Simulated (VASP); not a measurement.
## NaF: electrostatic potential with PBE

Crystal: NaF.

```
Na F
1.0
     0.00000    2.27431    2.27431
     2.27431    0.00000    2.27431
     2.27431    2.27431    0.00000
Na F
1 1
Direct
  0.00000 0.00000 0.00000
  0.50000 0.50000 0.50000
```

```json
{
 "Program": "VASP 6.6.1",
 "Task": "electrostatic potential",
 "Functional": "PBE",
 "Potentials or basis": "VASP PAW PBE potentials, release 64 (Na_pv, F)",
 "Cutoff": "520 eV",
 "k mesh": "10 × 10 × 10",
 "Occupations": "gaussian, width 0.02 eV",
 "Spin": "non-collinear spin, zero start, spin-orbit coupling",
 "Starting moments": "[[0.0, 0.0, 0.0], [0.0, 0.0, 0.0]] μB",
 "Further INCAR settings": "ALGO = Normal; EDIFF = 1e-06"
}
```

The pressure is 5.5 GPa, the net moment is 0.00 μB per cell and the valence electrons inside the program's atomic spheres are Na 6.06; F 6.12.

Moments on the atoms (μB; x, y, z):
```
Na  0.00 0.00 0.00
F   0.00 0.00 0.00
```

It took 14 s on 4 MPI ranks on Intel(R) Xeon(R) Platinum 8175M CPU @ 2.50GHz (Skylake/Cascade Lake) (shared host), peak memory 0.2 GiB a rank.

Caveat: the cell stands under pressure.
